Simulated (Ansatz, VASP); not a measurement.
# One calculation of Fe, two programs

```
Fe
1.0
     0.00000    1.82355    1.82355
     1.82355    0.00000    1.82355
     1.82355    1.82355    0.00000
Fe
1
Cartesian
  0.0000 0.0000 0.0000
```

Alike in both runs: functional r2SCAN; k mesh 20 × 20 × 20; occupations gaussian, width 0.1 eV; collinear spin.

Ansatz relaxed the structure, and its values are those at the end. VASP's run is a single point on that final structure, the one shown.

|  | VASP | Ansatz |
| --- | --- | --- |
| version | VASP 6.6.1 | Ansatz 0.2.0 |
| potentials or method | VASP PAW PBE potentials, release 64 (Fe), cutoff 520 eV | scalar-relativistic, plane waves, PAW |
| valence electrons in the cell | 8 | 16 |

|  | VASP | Ansatz | Ansatz less VASP |
| --- | --- | --- | --- |
| gap on the k mesh at the Fermi level (eV) | none | none | - |
| pressure (GPa) | -0.4 | 0.1 | +0.43 |
| net moment per atom (μB) | 2.80 | 2.81 | +0.005 |
| size of the moment on the site where the two differ most (μB) | 2.86 | 2.93 | +0.071 |

VASP's potentials were made for PBE, not for r2SCAN. Site moments also hang on the region over which each program counts them. A gap of «none» marks a metal or a gap that the smearing closes. VASP's potentials hold 8 valence electrons a cell and Ansatz's 16, so a difference there can come from the potentials and not from the codes.
